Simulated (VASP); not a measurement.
# ZnSe (Stilleite) (F-43m) in VASP: further runs

Aim: see how the results for ZnSe (Stilleite) move with the level of theory and the settings. Levels: LDA, BLYP. Tasks: single point.

Program: VASP 6.6.1. These are calculated values, not measurements. Logs are shortened: lines on timing, memory, paths and dates and some standing lists are left out, and cuts for length are marked.

**1. The cell of the first run**

Symmetry: F-43m, No. 216, cubic system. Conventional cell: a = 5.668 Å, b = 5.668 Å, c = 5.668 Å, α = 90.00°, β = 90.00°, γ = 90.00°. Within 3.2 Å of Se (site symmetry -43m) lie 4 Zn at 2.45 Å. Zn (site symmetry -43m) has 4 Se at 2.45 Å within 3.2 Å.

**2. Single point, LDA**

The input, INCAR:

```
SYSTEM = ZnSe
PREC = Accurate
ENCUT = 520
EDIFF = 1E-6
ISMEAR = 0
SIGMA = 0.01
LREAL = .FALSE.
LASPH = .TRUE.
NELM = 60
ALGO = Normal
ISIF = 2
LWAVE = .FALSE.
LCHARG = .FALSE.
GGA = CA
NBANDS = 16
```

The input, KPOINTS:

```
Automatic mesh
0
G
  8 8 8
  0 0 0
```

The input, POSCAR:

```
ZnSe
1.0
    0.0000000000      2.8338000000      2.8338000000
    2.8338000000      0.0000000000      2.8338000000
    2.8338000000      2.8338000000      0.0000000000
Se Zn
1 1
Direct
    0.7500000000      0.7500000000      0.7500000000
    0.0000000000      0.0000000000      0.0000000000
```

Potentials or basis: VASP PAW LDA potentials, release 64 (Se, Zn).

Run with:

```bash
$ cat potpaw_LDA.64/Se/POTCAR potpaw_LDA.64/Zn/POTCAR > POTCAR
$ mpirun -np 1 vasp_std > vasp.out
```

OUTCAR:

```text
SYSTEM = ZnSe
   PREC = Accurate
   ENCUT = 520
   EDIFF = 1E-6
   ISMEAR = 0
   LREAL = .FALSE.
   LASPH = .TRUE.
   NELM = 60
   ISIF = 2
   GGA = CA

 ion  position               nearest neighbor table
   1  0.750  0.750  0.750-   2 2.45   2 2.45   2 2.45   2 2.45
   2  0.000  0.000  0.000-   1 2.45   1 2.45   1 2.45   1 2.45

  LATTYP: Found a face centered cubic cell.
 ALAT       =     5.6676000000

  Lattice vectors:

 A1 = (   0.0000000000,   2.8338000000,   2.8338000000)
 A2 = (   2.8338000000,   0.0000000000,   2.8338000000)
 A3 = (   2.8338000000,   2.8338000000,   0.0000000000)

Analysis of symmetry for initial positions (statically):
=====================================================================
 Subroutine PRICEL returns:
 Original cell was already a primitive cell.

 Routine SETGRP: Setting up the symmetry group for a
 face centered cubic supercell.

 Subroutine GETGRP returns: Found 24 space group operations
 (whereof 24 operations were pure point group operations)
 out of a pool of 48 trial point group operations.

The static configuration has the point symmetry T_d .

Analysis of symmetry for dynamics (positions and initial velocities):
=====================================================================
 Subroutine PRICEL returns:
 Original cell was already a primitive cell.

 Routine SETGRP: Setting up the symmetry group for a
 face centered cubic supercell.

 Subroutine GETGRP returns: Found 24 space group operations
 (whereof 24 operations were pure point group operations)
 out of a pool of 48 trial point group operations.

The dynamic configuration has the point symmetry T_d .

 Subroutine INISYM returns: Found 24 space group operations
 (whereof 24 operations are pure point group operations),
 and found     1 'primitive' translations

----------------------------------------------------------------------------------------

                                     Primitive cell

  volume of cell :      45.5132

  direct lattice vectors                    reciprocal lattice vectors
     0.000000000  2.833800000  2.833800000    -0.176441527  0.176441527  0.176441527
     2.833800000  0.000000000  2.833800000     0.176441527 -0.176441527  0.176441527
     2.833800000  2.833800000  0.000000000     0.176441527  0.176441527 -0.176441527

  length of vectors
     4.007598393  4.007598393  4.007598393     0.305605690  0.305605690  0.305605690

  position of ions in fractional coordinates (direct lattice)
     0.750000000  0.750000000  0.750000000
     0.000000000  0.000000000  0.000000000

  ion indices of the primitive-cell ions
   primitive index   ion index
                 1           1
                 2           2

----------------------------------------------------------------------------------------

 KPOINTS: Automatic mesh

Automatic generation of k-mesh.
 Grid dimensions read from file:
 generate k-points for:    8    8    8

 Generating k-lattice:

  Cartesian coordinates                     Fractional coordinates (reciprocal lattice)
    -0.022055191  0.022055191  0.022055191     0.125000000  0.000000000  0.000000000
     0.022055191 -0.022055191  0.022055191     0.000000000  0.125000000  0.000000000
     0.022055191  0.022055191 -0.022055191     0.000000000  0.000000000  0.125000000

  Length of vectors
     0.038200711  0.038200711  0.038200711

  Shift w.r.t. Gamma in fractional coordinates (k-lattice)
     0.000000000  0.000000000  0.000000000

 Subroutine IBZKPT returns following result:
 ===========================================

 Found     29 irreducible k-points:

 Following reciprocal coordinates:
            Coordinates               Weight
  0.000000  0.000000  0.000000      1.000000
  0.125000  0.000000  0.000000      8.000000
  0.250000  0.000000  0.000000      8.000000
  0.375000  0.000000  0.000000      8.000000
  0.500000  0.000000  0.000000      4.000000
  0.125000  0.125000  0.000000      6.000000
[... 16 lines left out ...]
  0.500000  0.250000  0.125000     48.000000
 -0.375000  0.250000  0.125000     24.000000
 [... further k-points ...]
   k-points           NKPTS =     29   k-points in BZ     NKDIM =     29   number of bands    NBANDS=     16
   number of dos      NEDOS =    301   number of ions     NIONS =      2
   total plane-waves  NPLWV =  27000
   dimension x,y,z NGX =    30 NGY =   30 NGZ =   30
   dimension x,y,z NGXF=    60 NGYF=   60 NGZF=   60
   ions per type =               1   1
   NGX,Y,Z   is equivalent  to a cutoff of  12.44, 12.44, 12.44 a.u.
   NGXF,Y,Z  is equivalent  to a cutoff of  24.89, 24.89, 24.89 a.u.
 SYSTEM =  ZnSe
   PREC   = accura    normal or accurate (medium, high low for compatibility)
   ISTART =      0    job   : 0-new  1-cont  2-samecut
   ICHARG =      2    charge: 1-file 2-atom 10-const
   ISPIN  =      1    spin polarized calculation?
   LNONCOLLINEAR =      F non collinear calculations
   LSORBIT =      F    spin-orbit coupling
   LASPH  =      T    aspherical Exc in radial PAW
   ENCUT  =  520.0 eV  38.22 Ry    6.18 a.u.   7.45  7.45  7.45*2*pi/ulx,y,z
   NELM   =     60;   NELMIN=  2; NELMDL= -5     # of ELM steps
   EDIFF  = 0.1E-05   stopping-criterion for ELM
   LREAL  =      F    real-space projection
   EDIFFG = 0.1E-04   stopping-criterion for IOM
   NSW    =      0    number of steps for IOM
   IBRION =     -1    ionic relax: 0-MD 1-quasi-New 2-CG
   NFREE  =      0    steps in history (QN), initial steepest desc. (CG)
   ISIF   =      2    stress and relaxation
   ISYM   =      2    0-nonsym 1-usesym 2-fastsym
   POTIM  = 0.5000    time-step for ionic-motion
   TEBEG  =    0.0;   TEEND  =   0.0 temperature during run
   PSTRESS=    0.0 pullay stress
   NELECT =      18.0000    total number of electrons
   NUPDOWN=      -1.0000    fix difference up-down
   EMIN   =  10.00;   EMAX   =-10.00  energy-range for DOS
   EFERMI =   0.00;   METHOD = LEGACY
   ISMEAR =     0;   SIGMA  =   0.01  broadening in eV -4-tet -1-fermi 0-gaus
   EFERMI_NEDOS =   21; number of points for ismear=-14 and -15
   IALGO  =     38    algorithm
   IMIX   =      4    mixing-type and parameters
     AMIX     =   0.40;   BMIX     =  1.00
     AMIX_MAG =   1.60;   BMIX_MAG =  1.00
  volume/ion in A,a.u.               =      22.76       153.57
  Fermi-wavevector in a.u.,A,eV,Ry     =   1.201673  2.270834 19.647073  1.444019
  Thomas-Fermi vector in A             =   2.337476
   LORBIT       =      0    0 simple, 1 ext, 2 COOP (PROOUT), +10 PAW based schemes
   GGA     = CA    functional components
   LHFCALC =     F    Hartree Fock is set to
   AEXX    =    0.0000 exact exchange contribution
   IVDW    =     0    specifies the selected vdW correction
   LEPSILON=     F    determine dielectric tensor
   LRPA    =     F    only Hartree local field effects (RPA)
 non-spin polarized calculation
 Gauss-broadening in eV      SIGMA  =   0.01
  energy-cutoff  :      520.00
  volume of cell :       45.51
 maximum number of plane-waves:      1243
 NGX is ok and might be reduce to    30
   NGX = 15   NGY = 15   NGZ = 15

 number of electron      18.0000011 magnetization

 Free energy of the ion-electron system (eV)
  ---------------------------------------------------
  ext. energy  EPLUGINS =         0.00000000
  ---------------------------------------------------
  free energy    TOTEN  =        -7.35042688 eV

  energy without entropy =       -7.35042688  energy(sigma->0) =       -7.35042688

 E-fermi :   1.5950     XC(G=0):  -9.6989

 val. band max:        1.5075029199   @ k =   0.0000   0.0000   0.0000
 cond. band min:       2.5760253046   @ k =   0.0000   0.0000   0.0000
 fundamental gap:      1.0685223847
 Fermi energy:         1.5950004485

 k-point     1 :       0.0000    0.0000    0.0000
  band No.  band energies     occupation
      1     -11.7822      2.00000
      2      -5.1692      2.00000
      3      -5.1692      2.00000
      4      -5.1692      2.00000
      5      -4.8100      2.00000
      6      -4.8100      2.00000
[... 8 lines left out ...]
     15      12.9821      0.00000
     16      12.9821      0.00000

 k-point     2 :       0.1250    0.0000    0.0000
  band No.  band energies     occupation
      1     -11.6809      2.00000
      2      -5.1620      2.00000
      3      -5.1536      2.00000
      4      -5.1536      2.00000
      5      -4.8114      2.00000
      6      -4.8114      2.00000
[... 8 lines left out ...]
     15      12.1400      0.00000
     16      12.1400      0.00000

 k-point     3 :       0.2500    0.0000    0.0000
  band No.  band energies     occupation
      1     -11.4179      2.00000
      2      -5.1195      2.00000
      3      -5.1195      2.00000
      4      -5.1058      2.00000
      5      -4.8100      2.00000
      6      -4.8100      2.00000
[... 8 lines left out ...]
     15      11.8886      0.00000
     16      11.9767      0.00000

 k-point     4 :       0.3750    0.0000    0.0000
  band No.  band energies     occupation
      1     -11.1224      2.00000
      2      -5.0924      2.00000
      3      -5.0924      2.00000
      4      -4.9111      2.00000
      5      -4.7996      2.00000
      6      -4.7996      2.00000
[... 8 lines left out ...]
     15      12.9984      0.00000
     16      12.9984      0.00000
[... 324 lines left out ...]
 k-point    22 :       0.3750    0.2500    0.1250
  band No.  band energies     occupation
      1     -11.2122      2.00000
      2      -5.1251      2.00000
      3      -5.0693      2.00000
      4      -5.0408      2.00000
      5      -4.8241      2.00000
      6      -4.7854      2.00000
[... 8 lines left out ...]
     15      13.6861      0.00000
     16      14.7525      0.00000

 k-point    23 :       0.5000    0.2500    0.1250
  band No.  band energies     occupation
      1     -10.9655      2.00000
      2      -5.0751      2.00000
      3      -5.0456      2.00000
      4      -4.9150      2.00000
      5      -4.7979      2.00000
      6      -4.7421      2.00000
[... 8 lines left out ...]
     15      13.9483      0.00000
     16      15.0425      0.00000

 k-point    24 :      -0.3750    0.2500    0.1250
  band No.  band energies     occupation
      1     -10.8558      2.00000
      2      -5.0679      2.00000
      3      -5.0316      2.00000
      4      -4.8416      2.00000
      5      -4.8029      2.00000
      6      -4.5973      2.00000
[... 8 lines left out ...]
     15      14.1103      0.00000
     16      14.9237      0.00000

 [... further k-points ...]

------------------------ aborting loop because EDIFF is reached ----------------------------------------

  FORCE on cell =-STRESS in cart. coord.  units (eV):
  Direction    XX          YY          ZZ          XY          YZ          ZX
  --------------------------------------------------------------------------------------
  -------------------------------------------------------------------------------------
  Total       -0.8784020     -0.8784020     -0.8784020     -0.0000000      0.0000000      0.0000000
  in kB      -30.9219118    -30.9219118    -30.9219118     -0.0000000      0.0000000      0.0000000
  external PRESSURE =     -30.9219118 kB  Pullay stress =       0.0000000 kB

 VOLUME and BASIS-vectors are now :
 -----------------------------------------------------------------------------
  energy-cutoff  :      520.00
  volume of cell :       45.51
      direct lattice vectors                 reciprocal lattice vectors
     0.000000000  2.833800000  2.833800000    -0.176441527  0.176441527  0.176441527
     2.833800000  0.000000000  2.833800000     0.176441527 -0.176441527  0.176441527
     2.833800000  2.833800000  0.000000000     0.176441527  0.176441527 -0.176441527

 POSITION                                       TOTAL-FORCE (eV/Angst)
 -----------------------------------------------------------------------------------
      4.25070      4.25070      4.25070        -0.000000     -0.000000     -0.000000
      0.00000      0.00000      0.00000         0.000000      0.000000      0.000000
 -----------------------------------------------------------------------------------
    total drift:                                0.000001      0.000001      0.000001

  FREE ENERGIE OF THE ION-ELECTRON SYSTEM (eV)
  ---------------------------------------------------
  free  energy   TOTEN  =        -7.3504268789 eV

  energy  without entropy=       -7.3504268789  energy(sigma->0) =       -7.35042688
```

It took 9.4 s on 1 thread of Intel Xeon 6975P-C (Granite Rapids), shared host; peak memory 0.15 GiB.

What came out:

```yaml
Free_energy: -7.3504 eV
Pressure: -3.1 GPa
Band_gap_on_the_k_mesh: 1.07 eV, direct
```

Levels at points of the mesh, in eV from the valence-band top:
| k point | band 5 | band 6 | band 7 | band 8 | band 9 | band 10 | band 11 | band 12 | band 13 | band 14 |
| --- | --- | --- | --- | --- | --- | --- | --- | --- | --- | --- |
| (0.00, 0.00, 0.00) | -6.32 | -6.32 | 0.00 | 0.00 | 0.00 | 1.07 | 5.70 | 5.70 | 5.70 | 9.64 |
| (0.50, 0.00, 0.00) | -6.30 | -6.16 | -5.29 | -0.87 | -0.87 | 2.37 | 6.28 | 6.28 | 8.35 | 10.73 |
| (0.50, 0.50, 0.00) | -6.27 | -6.14 | -4.83 | -2.20 | -2.20 | 2.81 | 3.33 | 10.52 | 11.08 | 11.08 |

**3. Single point, BLYP, collinear spin, ferromagnetic start**

The input, INCAR:

```
SYSTEM = ZnSe
  AGGAC = 1.0
  AGGAX = 1.0
  ALDAC = 0.0
  ALDAX = 1.0
  ALGO = Normal
  EDIFF = 1E-6
  ENCUT = 520
  GGA = B5
  ISIF = 2
  ISMEAR = -1
  ISPIN = 2
  LASPH = .TRUE.
  LCHARG = .TRUE.
  LELF = .TRUE.
  LORBIT = 11
  LREAL = .FALSE.
  LVHAR = .TRUE.
  LWAVE = .FALSE.
  MAGMOM = 0.5 0
  NBANDS = 20
  NELM = 150
  PREC = Accurate
  SIGMA = 0.1
```

The input, KPOINTS:

```
k-points
0
G
  8 8 8
  0 0 0
```

POSCAR is that of step 2.

Potentials or basis: VASP PAW PBE potentials, release 64 (Se, Zn).

Run with:

```bash
$ cat potpaw_PBE.64/Se/POTCAR potpaw_PBE.64/Zn/POTCAR > POTCAR
$ mpirun -np 1 vasp_std > vasp.out
```

It took 30 s on 1 thread of Intel Xeon 6975P-C (Granite Rapids), shared host; peak memory 0.2 GiB.

Results (log left out):

| Property | Result |
| --- | --- |
| Free energy | -4.9294 eV |
| Pressure | 5.8 GPa |
| Band gap on the k mesh | 1.27 eV, direct |
| Net moment | 0.00 μB per cell |
| Valence electrons inside the program's atomic spheres | Se 3.92; Zn 10.79 |

Levels at points of the mesh, in eV from the valence-band top:
Spin up:
```csv
k point,band 6,band 7,band 8,band 9,band 10,band 11,band 12,band 13
"(0.00, 0.00, 0.00)",-6.30,0.00,0.00,0.00,1.27,5.85,5.85,5.85
"(0.50, 0.00, 0.00)",-6.14,-5.18,-0.86,-0.86,2.55,6.45,6.45,8.74
"(0.50, 0.50, 0.00)",-6.12,-4.76,-2.15,-2.15,3.14,3.50,10.81,11.22
```
Spin down:
```csv
k point,band 7,band 8,band 9,band 10,band 11,band 12
"(0.00, 0.00, 0.00)",0.00,0.00,0.00,1.27,5.85,5.85
"(0.50, 0.00, 0.00)",-5.18,-0.86,-0.86,2.55,6.45,6.45
"(0.50, 0.50, 0.00)",-4.76,-2.15,-2.15,3.14,3.50,10.81
```

Caveat: the PAW data sets were made with another functional, which shifts forces and pressure a little.
